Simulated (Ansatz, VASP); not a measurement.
**Mg4I3 in VASP and in Ansatz**

```
Mg I
1.0
     6.34081    0.00000    0.00000
     0.00000    6.34081    0.00000
     0.00000    0.00000    6.34081
Mg I
4 3
Direct
  0.50000 0.50000 0.50000
  0.50000 0.00000 0.00000
  0.00000 0.50000 0.00000
  0.00000 0.00000 0.50000
  0.50000 0.50000 0.00000
  0.00000 0.50000 0.50000
  0.50000 0.00000 0.50000
```

Change from the starting cell: species swapped into the W3N4 type (Pm-3m, No. 221).

Alike in both runs: functional PBE; k mesh 4 × 4 × 4; occupations gaussian, width 0.1 eV; no spin polarisation.

Ansatz relaxed the structure, and its values are those at the end. VASP's run is a single point on that final structure, the one shown.

```csv
,VASP,Ansatz
version,VASP 6.6.1,Ansatz 0.2.0
potentials or method,"VASP PAW PBE potentials, release 64 (Mg, I), cutoff 520 eV","scalar-relativistic, plane waves, PAW"
valence electrons in the cell,29,91
```

VASP gave:

```
gap on the k mesh at the Fermi level (eV) : none
pressure (GPa)                            : 0.1
```

**Question.** What did Ansatz give for the same quantities?

**Answer.** gap on the k mesh at the Fermi level (eV): none; pressure (GPa): 0.2.

A gap of «none» marks a metal or a gap that the smearing closes. VASP's potentials hold 29 valence electrons a cell and Ansatz's 91, so a difference there can come from the potentials and not from the codes.

Spin-orbit coupling is off throughout.
